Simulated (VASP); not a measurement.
A run of VASP 6.6.1:

Contents of INCAR:

```
SYSTEM = NaH
PREC = Accurate
ENCUT = 520
EDIFF = 1E-7
ISMEAR = 0
SIGMA = 0.02
LREAL = .False.
LASPH = .True.
NELM = 100
ALGO = Normal
ISIF = 2
LWAVE = .False.
LCHARG = .False.
GGA = PE
NBANDS = 11
```

File KPOINTS:

```
regular mesh
0
Gamma
  8 8 8
  0 0 0
```

File POSCAR:

```
NaH
1.0
    0.0000000000      2.3412689676      2.3412689676
    2.3412689676      0.0000000000      2.3412689676
    2.3412689676      2.3412689676      0.0000000000
Na H
1 1
Direct
    0.0000000000      0.0000000000      0.0000000000
    0.5000000000      0.5000000000      0.5000000000
```

Potentials or basis: VASP PAW PBE potentials, release 64 (Na_pv, H).

Launch:

```console
$ cat potpaw_PBE.64/Na_pv/POTCAR potpaw_PBE.64/H/POTCAR > POTCAR
$ mpirun -np 1 vasp_std > vasp.out
```

Hardware: 1 thread of Intel Xeon 8259CL, with other jobs on the host.

Problem. Estimate the wall time of this run.

Solution. Wall time 15 s on 1 thread of Intel Xeon 8259CL (shared host), peak memory 0.15 GiB. Counts: scf iterations 13, k points 29.
